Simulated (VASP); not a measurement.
Here is a VASP 6.6.1 calculation.

Contents of INCAR:

```
SYSTEM = HC6
ALGO = Normal
DIPOL = 0.5 0.5 0.309
EDIFF = 1E-7
ENCUT = 520
IDIPOL = 3
ISIF = 2
ISMEAR = 0
LASPH = .True.
LCHARG = .False.
LDIPOL = .True.
LREAL = .False.
LWAVE = .False.
NBANDS = 38
NELM = 80
PREC = Accurate
SIGMA = 0.1
```

Contents of KPOINTS:

```
k-points
0
Gamma
  6 3 1
  0 0 0
```

Contents of POSCAR:

```
HC6
1.0
    4.8889075235      0.0000000000      0.0000000000
   -1.2222268809      8.7842777898      0.0000000000
    0.0000000000      0.0000000000     22.7472999250
C H
12 2
Direct
    0.0193593843      0.0774375370      0.1758450459
    0.5193593842      0.0774375370      0.1758450459
    0.2741992303      0.0967969212      0.2059521363
    0.7741992303      0.0967969212      0.2059521363
    0.2838789224      0.1355156897      0.2661663168
    0.7838789224      0.1355156897      0.2661663168
    0.0386178296      0.1544718076      0.2954947895
    0.5386178296      0.1544718076      0.2954947895
    0.0488209147      0.1952857701      0.3583563417
    0.5488209147      0.1952857701      0.3583563417
    0.3031079910      0.2124325380      0.3845423393
    0.8031079910      0.2124325380      0.3845423393
    0.0488209147      0.1287047909      0.4746629253
    0.0488209147      0.2618667493      0.4746629253
```

Potentials or basis: VASP PAW LDA potentials, release 64 (C, H).

The run is started by

```sh
$ cat potpaw_LDA.64/C/POTCAR potpaw_LDA.64/H/POTCAR > POTCAR
$ mpirun -np 1 vasp_std > vasp.out
```

(1) What does it give for the band gap on the k mesh?

(2) Predict the largest force.

Results:

(1) 0.05 eV (least direct gap 0.06 eV).

(2) 4.061 eV/Å.
